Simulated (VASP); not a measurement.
Crystal: BaTiO3.

```
Ba Ti O
1.0
     3.99980    0.00000    0.00000
     0.00000    3.99980    0.00000
     0.00000    0.00000    4.01800
Ba Ti O
1 1 3
Cartesian
  0.0000 0.0000 0.0000
  1.9999 1.9999 1.9688
  1.9999 1.9999 0.0763
  1.9999 0.0000 2.0773
  0.0000 1.9999 2.0773
```

Base run:

| Item | Value |
| --- | --- |
| Program | VASP 6.6.1 |
| Functional | PBE |
| Potentials or basis | VASP PAW PBE potentials, release 64 (Ba_sv, Ti_sv, O) |
| Cutoff | 520 eV |
| k mesh | 6 × 6 × 6 |
| Occupations | fermi-dirac, width 0.02 eV |
| Spin | no spin polarisation |
| Hubbard terms | Ti d U = 1.0 eV |

Its results: band gap on the k mesh 1.88 eV, indirect (least direct gap 2.18 eV); pressure 5.0 GPa; largest force 0.140 eV/Å.

Question: After a change of settings the same cell gave: band gap on the k mesh 2.66 eV, indirect (least direct gap 2.99 eV); pressure 10.0 GPa; largest force 0.917 eV/Å. Which change was it?
A. hubbard terms from Ti d U = 1.0 eV to Ti d U = 3.0 eV; further incar settings from ALGO = Normal; EDIFF = 1e-07; NBANDS = 28 to ALGO = Normal; EDIFF = 1e-06; NBANDS = 28
B. hubbard terms from Ti d U = 1.0 eV to Ti d U = 5.0 eV
C. hubbard terms from Ti d U = 1.0 eV to Ti d U = 7.0 eV

Answer: C.

Caveats: spin-orbit coupling is left out, which moves the levels of the heavy elements.
